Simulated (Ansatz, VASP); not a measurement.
One calculation of BP, two programs

File POSCAR:

```
BP
1.0
    0.0000000000      2.2342428123      2.2002188101
    2.2342428123      0.0000000000      2.2002188101
    2.2342428123      2.2342428123      0.0000000000
B P
1 1
Direct
    0.0000000000      0.0000000000      0.0000000000
    0.7500000000      0.7500000000      0.7500000000
```

File INCAR.step1:

```
ALGO     = Normal         # electronic algorithm
EDIFF    = 1E-4           # SCF threshold, eV
ENCUT    = 520            # plane-wave cutoff, eV
GGA      = PE             # functional
ISMEAR   = 0              # smearing method
LASPH    = T              # aspherical terms in the spheres
LCHARG   = F              # write CHGCAR
LREAL    = F              # projectors in reciprocal space
LWAVE    = T              # write WAVECAR
NBANDS   = 11             # bands
NELM     = 60             # most SCF steps
PREC     = Accurate       # precision mode
SIGMA    = 0.05           # smearing width, eV
```

Contents of INCAR.step2:

```
ALGO     = Normal         # electronic algorithm
EDIFF    = 1E-6           # SCF threshold, eV
ENCUT    = 520            # plane-wave cutoff, eV
ISIF     = 2              # what is computed and relaxed
ISMEAR   = 0              # smearing method
ISTART   = 1            
LASPH    = T              # aspherical terms in the spheres
LCHARG   = F              # write CHGCAR
LMIXTAU  = T            
LREAL    = F              # projectors in reciprocal space
LWAVE    = F              # write WAVECAR
METAGGA  = R2SCAN         # meta-GGA
NBANDS   = 11             # bands
NELM     = 60             # most SCF steps
PREC     = Accurate       # precision mode
SIGMA    = 0.05           # smearing width, eV
```

Contents of KPOINTS:

```
k-points
0
Gamma
  10 10 10
```

Input for Ansatz:

```yaml
crystal:
  lattice:
    - [0.0, 2.2342428123, 2.2002188101]
    - [2.2342428123, 0.0, 2.2002188101]
    - [2.2342428123, 2.2342428123, 0.0]
  atoms:
    - { symbol: B, position: [0.0, 0.0, 0.0] }
    - { symbol: P, position: [0.75, 0.75, 0.75] }
basis:
  ecutwfc: 500
kpoints:
  mp_grid: { grid: [10, 10, 10] }
hamiltonian:
  xc: r2scan
scf:
  occupations: { method: gaussian, width: 0.05 }
output:
  forces: true
  stress: true
  eigenvalues: true
```

Change from the starting cell: strain -0.015 along x and y, -0.030 along z, atoms carried along.

Alike in both runs: task single point; functional r2SCAN; k mesh 10 × 10 × 10; occupations gaussian, width 0.05 eV; no spin polarisation.

```csv
,VASP,Ansatz
version,VASP 6.6.1,Ansatz 0.2.0
potentials or method,"VASP PAW PBE potentials, release 64 (B, P), cutoff 520 eV","scalar-relativistic, plane waves, PAW"
valence electrons in the cell,8,8
```

|  | VASP | Ansatz | Ansatz less VASP |
| --- | --- | --- | --- |
| gap on the k mesh at the Fermi level (eV) | 1.11 | 1.08 | -0.029 |
| least direct gap on the mesh (eV) | 3.57 | 3.53 | -0.040 |
| pressure (GPa) | 10.9 | 11.5 | +0.59 |
| traceless stress, the component that is largest in VASP (GPa) | 3.05 | 3.03 | -0.015 |

VASP's potentials were made for PBE, not for r2SCAN.
